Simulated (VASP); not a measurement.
# Al3Cu2 (P1) in VASP: further runs

The runs below take Al3Cu2 through single point, with r2SCAN.

Program: VASP 6.6.1. These are calculated values, not measurements. Logs are shortened: lines on timing, memory, paths and dates and some standing lists are left out, and cuts for length are marked.

## (1) The cell of the first run

The typed cell holds 5 atoms: a = 4.047 Å, b = 4.025 Å, c = 4.981 Å, α = 90.34°, β = 89.44°, γ = 119.97°.

## (2) Single point, r2SCAN

Contents of POSCAR:

```
Al3Cu2
1.0
    4.0472680556      0.0074024528      0.0200421321
   -2.0172233156      3.4831102312     -0.0120505430
    0.0244543287     -0.0028593368      4.9807017204
Al Cu
3 2
Direct
   -0.0008572511     -0.0022964813     -0.0037870460
    0.3239394096      0.6152035583      0.3246428018
    0.6361111384      0.3216370404      0.6524015193
    0.2936928577      0.6558659016      0.8549848793
    0.6488481480      0.2910866889      0.1295631523
```

Contents of INCAR.step1:

```
ALGO     = Normal         # electronic algorithm
EDIFF    = 1E-4           # SCF threshold, eV
ENCUT    = 520            # plane-wave cutoff, eV
GGA      = PE             # functional
ISMEAR   = 0              # smearing method
LASPH    = T              # aspherical terms in the spheres
LCHARG   = F              # write CHGCAR
LREAL    = F              # projectors in reciprocal space
LWAVE    = T              # write WAVECAR
NBANDS   = 24             # bands
NELM     = 60             # most SCF steps
PREC     = Accurate       # precision mode
SIGMA    = 0.1            # smearing width, eV
```

Contents of INCAR.step2:

```
ALGO     = Normal         # electronic algorithm
EDIFF    = 1E-6           # SCF threshold, eV
ENCUT    = 520            # plane-wave cutoff, eV
ISIF     = 2              # what is computed and relaxed
ISMEAR   = 0              # smearing method
ISTART   = 1            
LASPH    = T              # aspherical terms in the spheres
LCHARG   = T              # write CHGCAR
LELF     = T              # ELF
LMIXTAU  = T            
LREAL    = F              # projectors in reciprocal space
LVHAR    = T            
LWAVE    = F              # write WAVECAR
METAGGA  = R2SCAN         # meta-GGA
NBANDS   = 24             # bands
NELM     = 60             # most SCF steps
PREC     = Accurate       # precision mode
SIGMA    = 0.1            # smearing width, eV
```

Contents of KPOINTS:

```
k-points
0
Gamma
  4 4 4
```

Potentials or basis: VASP PAW PBE potentials, release 64 (Al, Cu).

Started as:

```console
$ cat potpaw_PBE.64/Al/POTCAR potpaw_PBE.64/Cu/POTCAR > POTCAR
$ cp INCAR.step1 INCAR
$ mpirun -np 1 vasp_std > vasp.out
$ cp INCAR.step2 INCAR
$ mpirun -np 1 vasp_std > vasp.out
```

OUTCAR:

```text
EDIFF = 1E-6
   ENCUT = 520
   ISIF = 2
   ISMEAR = 0
   ISTART = 1
   LASPH = T
   LREAL = F
   METAGGA = R2SCAN
   NELM = 60
   PREC = Accurate

 ion  position               nearest neighbor table
   1  0.999  0.998  0.996-   4 2.33   5 2.34   5 2.38   4 2.41   5 2.55   4 2.58   2 2.70   3 2.80
                             2 2.87   3 2.91   3 2.96   2 2.98
   2  0.324  0.615  0.325-   4 2.35   5 2.46   5 2.55   5 2.57   4 2.65   3 2.69   1 2.70   1 2.87
                             3 2.91   3 2.96   1 2.98
   3  0.636  0.322  0.652-   5 2.38   4 2.52   4 2.53   4 2.56   5 2.61   2 2.69   1 2.80   2 2.91
                             1 2.91   2 2.96   1 2.96
   4  0.294  0.656  0.855-   1 2.33   2 2.35   1 2.41   3 2.52   3 2.53   3 2.56   1 2.58   5 2.61
                             5 2.64   2 2.65
   5  0.649  0.291  0.130-   1 2.34   1 2.38   3 2.38   2 2.46   2 2.55   1 2.55   2 2.57   4 2.61
                             3 2.61   4 2.64

  LATTYP: Found a triclinic cell.
 ALAT       =     4.0379232669
 B/A-ratio  =     2.1220390955
 C/A-ratio  =     0.9968231224
 COS(alpha) =     0.0012554090
 COS(beta)  =     0.4960732000
 COS(gamma) =     0.7071636715

  Lattice vectors:

 A1 = (   2.0300447400,   3.4905126840,   0.0079915891)
 A2 = (   6.0528584669,   3.5007744736,  -4.9526679992)
 A3 = (  -2.0172233156,   3.4831102312,  -0.0120505430)

Analysis of symmetry for initial positions (statically):
=====================================================================
 Subroutine PRICEL returns:
 Original cell was already a primitive cell.

 Routine SETGRP: Setting up the symmetry group for a
 triclinic supercell.

 Subroutine GETGRP returns: Found  1 space group operations
 (whereof  1 operations were pure point group operations)
 out of a pool of  2 trial point group operations.

The static configuration has the point symmetry C_1 .

Analysis of symmetry for dynamics (positions and initial velocities):
=====================================================================
 Subroutine PRICEL returns:
 Original cell was already a primitive cell.

 Routine SETGRP: Setting up the symmetry group for a
 triclinic supercell.

 Subroutine GETGRP returns: Found  1 space group operations
 (whereof  1 operations were pure point group operations)
 out of a pool of  2 trial point group operations.

The dynamic configuration has the point symmetry C_1 .

 Subroutine INISYM returns: Found  1 space group operations
 (whereof  1 operations are pure point group operations),
[... 103 lines left out ...]
   LREAL  =      F    real-space projection
   EDIFFG = 0.1E-04   stopping-criterion for IOM
   NSW    =      0    number of steps for IOM
   IBRION =     -1    ionic relax: 0-MD 1-quasi-New 2-CG
   NFREE  =      0    steps in history (QN), initial steepest desc. (CG)
   ISIF   =      2    stress and relaxation
   ISYM   =      2    0-nonsym 1-usesym 2-fastsym
   POTIM  = 0.5000    time-step for ionic-motion
   TEBEG  =    0.0;   TEEND  =   0.0 temperature during run
   PSTRESS=    0.0 pullay stress
   NELECT =      31.0000    total number of electrons
   NUPDOWN=      -1.0000    fix difference up-down
   EMIN   =  10.00;   EMAX   =-10.00  energy-range for DOS
   EFERMI =   0.00;   METHOD = LEGACY
   ISMEAR =     0;   SIGMA  =   0.10  broadening in eV -4-tet -1-fermi 0-gaus
   EFERMI_NEDOS =   21; number of points for ismear=-14 and -15
   IALGO  =     38    algorithm
   IMIX   =      4    mixing-type and parameters
     AMIX     =   0.40;   BMIX     =  1.00
     AMIX_MAG =   1.60;   BMIX_MAG =  1.00
  volume/ion in A,a.u.               =      14.06        94.86
  Fermi-wavevector in a.u.,A,eV,Ry     =   1.246156  2.354894 21.128557  1.552905
  Thomas-Fermi vector in A             =   2.380346
   LORBIT       =      0    0 simple, 1 ext, 2 COOP (PROOUT), +10 PAW based schemes
   METAGGA = R2SCAN    functional components
   LHFCALC =     F    Hartree Fock is set to
   AEXX    =    0.0000 exact exchange contribution
   IVDW    =     0    specifies the selected vdW correction
   LEPSILON=     F    determine dielectric tensor
   LRPA    =     F    only Hartree local field effects (RPA)
 non-spin polarized calculation
 Gauss-broadening in eV      SIGMA  =   0.10
  energy-cutoff  :      520.00
  volume of cell :       70.29
 maximum number of plane-waves:      1908
   NGX = 15   NGY = 15   NGZ = 19

 number of electron      30.9999985 magnetization

 Free energy of the ion-electron system (eV)
  ---------------------------------------------------
  ext. energy  EPLUGINS =         0.00000000
  ---------------------------------------------------
  free energy    TOTEN  =       -42.27307272 eV

  energy without entropy =      -42.26598387  energy(sigma->0) =      -42.26952830

 E-fermi :   8.8741     XC(G=0): -11.8816

 val. band max:        8.8531246972   @ k =  -0.0000   0.0000   0.2500
 cond. band min:       8.8853127728   @ k =   0.5000   0.5000   0.5000
 fundamental gap:      0.0321880757
 Fermi energy:         8.8741066128

 k-point     1 :       0.0000    0.0000    0.0000
  band No.  band energies     occupation
      1      -3.5173      2.00000
      2       1.6187      2.00000
      3       2.3793      2.00000
      4       2.6919      2.00000
      5       2.7081      2.00000
      6       3.0945      2.00000
[... 637 lines left out ...]
     23      16.0974      0.00000
     24      16.1861      0.00000

 [... further k-points ...]

------------------------ aborting loop because EDIFF is reached ----------------------------------------

  FORCE on cell =-STRESS in cart. coord.  units (eV):
  Direction    XX          YY          ZZ          XY          YZ          ZX
  --------------------------------------------------------------------------------------
  -------------------------------------------------------------------------------------
  Total        4.0014420      2.5019398      3.6737928     -1.3378628      0.2687431     -0.3073615
  in kB       91.2133299     57.0320056     83.7445277    -30.4967367      6.1260292     -7.0063397
  external PRESSURE =      77.3299544 kB  Pullay stress =       0.0000000 kB

 VOLUME and BASIS-vectors are now :
 -----------------------------------------------------------------------------
  energy-cutoff  :      520.00
  volume of cell :       70.29
      direct lattice vectors                 reciprocal lattice vectors
     4.047268056  0.007402453  0.020042132     0.246824401  0.142943028 -0.001129801
    -2.017223316  3.483110231 -0.012050543    -0.000525378  0.286796037  0.000167224
     0.024454329 -0.002859337  4.980701720    -0.000994482  0.000118691  0.200779873

 POSITION                                       TOTAL-FORCE (eV/Angst)
 -----------------------------------------------------------------------------------
      2.05557      3.47966      4.96984        -0.572447     -0.929419     -0.150000
      0.07801      2.14429      1.61603        -0.503156      0.496863      1.487540
      1.94165      1.12314      3.25829         0.313072     -0.071286     -1.088730
     -0.11347      2.28418      4.25641         0.694199     -0.020408     -1.523421
      2.04204      1.01832      0.65481         0.068332      0.524250      1.274610
 -----------------------------------------------------------------------------------
    total drift:                                0.000572     -0.002309     -0.000794

  FREE ENERGIE OF THE ION-ELECTRON SYSTEM (eV)
  ---------------------------------------------------
  free  energy   TOTEN  =       -42.2730727225 eV

  energy  without entropy=      -42.2659838695  energy(sigma->0) =      -42.26952830
```

OSZICAR.step1:

```text
N       E                     dE             d eps       ncg     rms          rms(c)
DAV:   1     0.182061955949E+03    0.18206E+03   -0.12332E+04  1728   0.151E+03
DAV:   2    -0.117792267554E+02   -0.19384E+03   -0.18075E+03  1736   0.293E+02
DAV:   3    -0.230627201683E+02   -0.11283E+02   -0.10779E+02  2248   0.939E+01
DAV:   4    -0.233847151357E+02   -0.32199E+00   -0.32162E+00  2496   0.135E+01
DAV:   5    -0.233904547681E+02   -0.57396E-02   -0.57389E-02  2424   0.174E+00    0.195E+01
DAV:   6    -0.252276621960E+02   -0.18372E+01   -0.73832E+01  2040   0.243E+02    0.150E+01
DAV:   7    -0.190038568021E+02    0.62238E+01   -0.20210E+01  2192   0.107E+02    0.242E+00
DAV:   8    -0.189283848912E+02    0.75472E-01   -0.22957E+00  2872   0.315E+01    0.234E+00
DAV:   9    -0.188550901279E+02    0.73295E-01   -0.33431E-01  2264   0.152E+01    0.322E-01
DAV:  10    -0.188554574495E+02   -0.36732E-03   -0.19014E-02  2744   0.394E+00    0.280E-01
DAV:  11    -0.188554746219E+02   -0.17172E-04   -0.22108E-03  2744   0.221E+00    0.254E-01
DAV:  12    -0.188547133082E+02    0.76131E-03   -0.17299E-03  2408   0.135E+00    0.379E-02
DAV:  13    -0.188547202075E+02   -0.68992E-05   -0.17784E-04  1448   0.162E-01
   1 F= -.18854720E+02 E0= -.18850346E+02  d E =-.874808E-02
```

Wall time 2.6 min (1 thread of AMD EPYC 9R45 (Zen 5), shared host); peak memory 0.19 GiB.

Results:

- Free energy: -42.2731 eV
- Pressure: 7.7 GPa
- Largest force: 1.674 eV/Å

Forces in eV/Å, atoms in the order of the input:
```
Al  -0.572 -0.929 -0.150
Al  -0.503  0.497  1.488
Al   0.313 -0.071 -1.089
Cu   0.694 -0.020 -1.523
Cu   0.068  0.524  1.275
```

Levels at points of the mesh, in eV from the Fermi level:
| k point | band 12 | band 13 | band 14 | band 15 | band 16 | band 17 | band 18 | band 19 | band 20 | band 21 |
| --- | --- | --- | --- | --- | --- | --- | --- | --- | --- | --- |
| (0.00, 0.00, 0.00) | -4.07 | -4.01 | -0.40 | -0.31 | 1.16 | 1.37 | 2.91 | 3.33 | 5.47 | 5.76 |
| (0.50, 0.00, 0.00) | -4.60 | -3.60 | -3.41 | -2.86 | -0.77 | -0.12 | 0.22 | 3.29 | 3.85 | 5.17 |
| (0.00, 0.50, 0.00) | -4.61 | -3.61 | -3.44 | -2.88 | -0.78 | -0.08 | 0.21 | 3.19 | 3.73 | 5.03 |
| (0.50, 0.50, 0.00) | -4.59 | -3.49 | -3.21 | -2.94 | -1.05 | -0.16 | 0.37 | 3.14 | 3.93 | 5.14 |
| (0.00, 0.00, 0.50) | -4.66 | 0.69 | 0.90 | 1.06 | 1.78 | 1.93 | 2.29 | 2.39 | 2.49 | 3.26 |
| (0.50, 0.00, 0.50) | -4.68 | -4.50 | -3.82 | -2.37 | -0.15 | 0.95 | 1.13 | 4.94 | 5.24 | 6.12 |
| (0.00, 0.50, 0.50) | -4.70 | -4.48 | -3.81 | -2.44 | -0.23 | 0.83 | 1.01 | 5.07 | 5.20 | 6.13 |
| (0.50, 0.50, 0.50) | -4.72 | -4.72 | -3.87 | -2.40 | 0.01 | 0.82 | 1.05 | 4.91 | 5.60 | 5.78 |

Caveat: the k points lie up to 0.45 Å⁻¹ apart; the PAW data sets were made with another functional, which shifts forces and pressure a little.

## (3) Single point, r2SCAN

POSCAR is that of step 2.

Contents of INCAR.step1:

```
  ALGO = Normal
  EDIFF = 1E-4
  ENCUT = 520
  GGA = PE
  ISMEAR = 0
  LASPH = True
  LCHARG = False
  LREAL = False
  LWAVE = True
  NBANDS = 24
  NELM = 100
  PREC = Accurate
  SIGMA = 0.1
```

Contents of INCAR.step2:

```
  ALGO = Normal
  EDIFF = 1E-6
  ENCUT = 520
  ISIF = 2
  ISMEAR = 0
  ISTART = 1
  LASPH = True
  LCHARG = True
  LELF = True
  LMIXTAU = True
  LREAL = False
  LVHAR = True
  LWAVE = False
  METAGGA = R2SCAN
  NBANDS = 24
  NELM = 100
  PREC = Accurate
  SIGMA = 0.1
```

Contents of KPOINTS:

```
k-points
0
Gamma
  6 6 4
```

Potentials or basis: VASP PAW PBE potentials, release 64 (Al, Cu).

Started as:

```console
$ cat potpaw_PBE.64/Al/POTCAR potpaw_PBE.64/Cu/POTCAR > POTCAR
$ cp INCAR.step1 INCAR
$ mpirun -np 1 vasp_std > vasp.out
$ cp INCAR.step2 INCAR
$ mpirun -np 1 vasp_std > vasp.out
```

Wall time 5.1 min (1 thread of AMD EPYC 9R45 (Zen 5), shared host); peak memory 0.23 GiB.

Results (log left out):

| Item | Value |
| --- | --- |
| Free energy | -42.3586 eV |
| Pressure | 7.3 GPa |
| Largest force | 1.699 eV/Å |

Forces on the atoms (eV/Å):
```
Al  -0.577 -0.943 -0.162
Al  -0.484  0.525  1.532
Al   0.297 -0.087 -1.114
Cu   0.680  0.023 -1.557
Cu   0.084  0.483  1.302
```

Stress tensor (GPa, compression positive):
```
 9.00 -3.20 -0.42
-3.20  6.41  0.37
-0.42  0.37  6.36
```

Levels at points of the mesh, in eV from the Fermi level:
```csv
k point,band 12,band 13,band 14,band 15,band 16,band 17,band 18,band 19,band 20,band 21
"(0.00, 0.00, 0.00)",-3.95,-3.89,-0.28,-0.18,1.29,1.50,3.03,3.45,5.60,5.88
"(0.50, 0.00, 0.00)",-4.48,-3.48,-3.28,-2.74,-0.64,0.00,0.34,3.42,3.98,5.29
"(0.00, 0.50, 0.00)",-4.49,-3.49,-3.32,-2.75,-0.65,0.04,0.33,3.31,3.86,5.15
"(0.50, 0.50, 0.00)",-4.46,-3.36,-3.08,-2.82,-0.92,-0.04,0.49,3.27,4.05,5.27
"(0.00, 0.00, 0.50)",-4.53,0.82,1.03,1.19,1.90,2.06,2.42,2.52,2.62,3.38
"(0.50, 0.00, 0.50)",-4.55,-4.38,-3.70,-2.24,-0.02,1.07,1.26,5.07,5.37,6.25
"(0.00, 0.50, 0.50)",-4.57,-4.35,-3.69,-2.31,-0.11,0.95,1.14,5.19,5.33,6.25
"(0.50, 0.50, 0.50)",-4.59,-4.59,-3.75,-2.28,0.14,0.94,1.18,5.04,5.72,5.90
```

Caveat: the PAW data sets were made with another functional, which shifts forces and pressure a little.
